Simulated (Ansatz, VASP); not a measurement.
Ru in VASP and in Ansatz

Contents of INCAR:

```
SYSTEM = Ru
  PREC = Accurate
  ENCUT = 600
  EDIFF = 1E-7
  ISMEAR = 0
  SIGMA = 0.1
  LREAL = .FALSE.
  LASPH = .TRUE.
  NELM = 100
  ALGO = Normal
  ISIF = 3
  LWAVE = .FALSE.
  LCHARG = .FALSE.
  GGA = PE
  IBRION = 2
  NSW = 90
  EDIFFG = -0.04
```

File KPOINTS:

```
regular mesh
0
G
  9 9 9
  0 0 0
```

POSCAR

```
Ru
1.0
    1.3550969501      0.7823655889      4.5998018074
   -1.3550969501      0.7823655889      4.5998018074
    0.0000000000     -1.5647311778      4.5998018074
Ru
2
Direct
    0.0918681066      0.0918681066      0.0918681066
    0.9081318934      0.9081318934      0.9081318934
```

Input for Ansatz:

```yaml
crystal:
  lattice:
    - [1.3550969501, 0.7823655889, 4.5998018074]
    - [-1.3550969501, 0.7823655889, 4.5998018074]
    - [0.0, -1.5647311778, 4.5998018074]
  atoms:
    - { symbol: Ru, position: [0.0918681066, 0.0918681066, 0.0918681066] }
    - { symbol: Ru, position: [0.9081318934, 0.9081318934, 0.9081318934] }
basis:
  ecutwfc: 420
kpoints:
  mp_grid: { grid: [9, 9, 9] }
hamiltonian:
  xc: pbe
scf:
  occupations: { method: gaussian, width: 0.1 }
  lower_state_search: "off"
output:
  forces: true
  stress: true
  eigenvalues: true
relax:
  adjacent_minimum: "off"
  f_tol: 0.04
  max_steps: 70
  cell: { stress_tol: 0.4 }
```

Alike in both runs: task relaxation of cell and atoms; functional PBE; k mesh 9 × 9 × 9; occupations gaussian, width 0.1 eV; no spin polarisation.

```csv
,VASP,Ansatz
version,VASP 6.6.1,Ansatz 0.2.0
potentials or method,"VASP PAW PBE potentials, release 64 (Ru_pv), cutoff 600 eV","scalar-relativistic, plane waves, PAW"
valence electrons in the cell,28,32
```

|  | VASP | Ansatz | Ansatz less VASP |
| --- | --- | --- | --- |
| gap on the k mesh at the Fermi level, each at its own relaxed structure (eV) | none | none | - |
| relaxed volume (Å³/atom) | 14.57 | 14.58 | +0.012 |
| relaxed cell length with the largest relative difference (Å) | 4.854 | 4.856 | +0.0020 |

A gap of «none» marks a metal or a gap that the smearing closes. VASP's potentials hold 28 valence electrons a cell and Ansatz's 32, so a difference there can come from the potentials and not from the codes.
